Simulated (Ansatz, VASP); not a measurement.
Given: the input of a run of Ansatz 0.2.0 on RbBr.

Contents of input.yaml:

```yaml
crystal:
  lattice:
    - [0.0, 3.3570415946, 3.3570415946]
    - [3.3570415946, 0.0, 3.3570415946]
    - [3.3570415946, 3.3570415946, 0.0]
  atoms:
    - { symbol: Rb, position: [0.0, 0.0, 0.0] }
    - { symbol: Br, position: [0.5, 0.5, 0.5] }
kpoints:
  mp_grid: { grid: [7, 7, 7] }
scf:
  occupations: { method: fermi_dirac, width: 0.05 }
hamiltonian:
  xc: pbe
  pseudopotentials: { kind: all_electron, lapw: { basis_error: 0.0005 } }
output:
  forces: true
  stress: true
  eigenvalues: true
```

Potentials or basis: all-electron LAPW, scalar-relativistic.

Run with:

```console
$ ansatz run input.yaml --threads 1 --pin off --max-ram 3072MiB --backend cpu --events-out ev --progress --plain --runs-dir out
```

Problem. Set up the same calculation for VASP 6.6.1. Potentials there: VASP PAW PBE potentials, release 64 (Rb_sv, Br).

Solution. As run (the cutoff follows the program's own potentials):

Contents of INCAR:

```
SYSTEM = RbBr
  PREC = Accurate
  ENCUT = 520
  EDIFF = 1E-7
  ISMEAR = -1
  SIGMA = 0.05
  LREAL = .FALSE.
  LASPH = .TRUE.
  NELM = 80
  ALGO = Normal
  ISIF = 2
  LWAVE = .FALSE.
  LCHARG = .FALSE.
  GGA = PE
  NBANDS = 15
```

Contents of KPOINTS:

```
Automatic mesh
0
G
  7 7 7
  0 0 0
```

Contents of POSCAR:

```
RbBr
1.0
    0.0000000000      3.3570415946      3.3570415946
    3.3570415946      0.0000000000      3.3570415946
    3.3570415946      3.3570415946      0.0000000000
Rb Br
1 1
Direct
    0.0000000000      0.0000000000      0.0000000000
    0.5000000000      0.5000000000      0.5000000000
```

Potentials or basis: VASP PAW PBE potentials, release 64 (Rb_sv, Br).

Launch:

```console
$ cat potpaw_PBE.64/Rb_sv/POTCAR potpaw_PBE.64/Br/POTCAR > POTCAR
$ mpirun -np 1 vasp_std > vasp.out
```

Both were run:

|  | VASP | Ansatz | Ansatz less VASP |
| --- | --- | --- | --- |
| gap on the k mesh at the Fermi level (eV) | 4.53 | 4.53 | +0.003 |
| least direct gap on the mesh (eV) | 4.53 | 4.53 | +0.003 |
| pressure (GPa) | 2.2 | 2.2 | -0.04 |

Ansatz ran all-electron here, and VASP with PAW potentials.
